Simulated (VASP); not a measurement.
Wanted: the native input for a VASP 6.6.1 run.

- Task: single point
- Functional: r2SCAN
- Potentials or basis: VASP PAW PBE potentials, release 64 (Co)
- Cutoff: 660 eV
- k mesh: 25 × 25 × 13
- Occupations: methfessel-paxton, width 0.1 eV
- Spin: collinear spin, ferromagnetic start
- Starting moments: [1.8, 1.8] μB
- Dipole correction: no
- Further INCAR settings: ALGO = Normal; EDIFF = 1e-06; NBANDS = 20

Crystal: Co.

```
CELL_PARAMETERS angstrom
2.47069 0.00000 0.00000
-1.23534 2.13968 0.00000
0.00000 0.00000 4.01828
ATOMIC_POSITIONS crystal
Co 0.00000 0.00000 0.00000
Co 0.33333 0.66667 0.50000
```

The input as run:

POSCAR

```
Co
1.0
    2.4706884433      0.0000000000      0.0000000000
   -1.2353442216      2.1396789567      0.0000000000
    0.0000000000      0.0000000000      4.0182771093
Co
2
Direct
    0.0000000000      0.0000000000      0.0000000000
    0.3333333333      0.6666666667      0.5000000000
```

INCAR.step1

```
  PREC = Accurate
  ENCUT = 660
  ISMEAR = 1
  SIGMA = 0.1
  LREAL = False
  LASPH = True
  NELM = 200
  ISPIN = 2
  MAGMOM = 1.8 1.8
  LMAXMIX = 4
  NBANDS = 20
  GGA = PE
  ALGO = Normal
  EDIFF = 1E-5
  LWAVE = True
  LCHARG = False
  GGA_COMPAT = False
```

INCAR.step2

```
  PREC = Accurate
  ENCUT = 660
  EDIFF = 1E-6
  ISMEAR = 1
  SIGMA = 0.1
  LREAL = False
  LASPH = True
  NELM = 200
  ALGO = Normal
  ISIF = 2
  LWAVE = False
  LCHARG = True
  ISPIN = 2
  MAGMOM = 1.8 1.8
  LORBIT = 11
  LMAXMIX = 4
  METAGGA = R2SCAN
  LMIXTAU = True
  LELF = True
  LVHAR = True
  NBANDS = 20
  ISTART = 1
  GGA_COMPAT = False
```

KPOINTS

```
regular mesh
0
Gamma
  25 25 13
```

Potentials or basis: VASP PAW PBE potentials, release 64 (Co).

Command:

```sh
$ cat potpaw_PBE.64/Co/POTCAR > POTCAR
$ cp INCAR.step1 INCAR
$ mpirun -np 1 vasp_std > vasp.out
$ cp INCAR.step2 INCAR
$ mpirun -np 1 vasp_std > vasp.out
```

Results of the run:

| Item | Value |
| --- | --- |
| Pressure | -0.1 GPa |
| Net moment | 3.49 μB per cell |
| Site moments | Co +1.80 μB |
| Valence electrons inside the program's atomic spheres | Co 8.34 |

Caveat: the PAW data sets were made with another functional, which shifts forces and pressure a little.

Run time: 43 min on 1 thread of Intel Xeon 8259CL (shared host), peak memory 0.48 GiB.
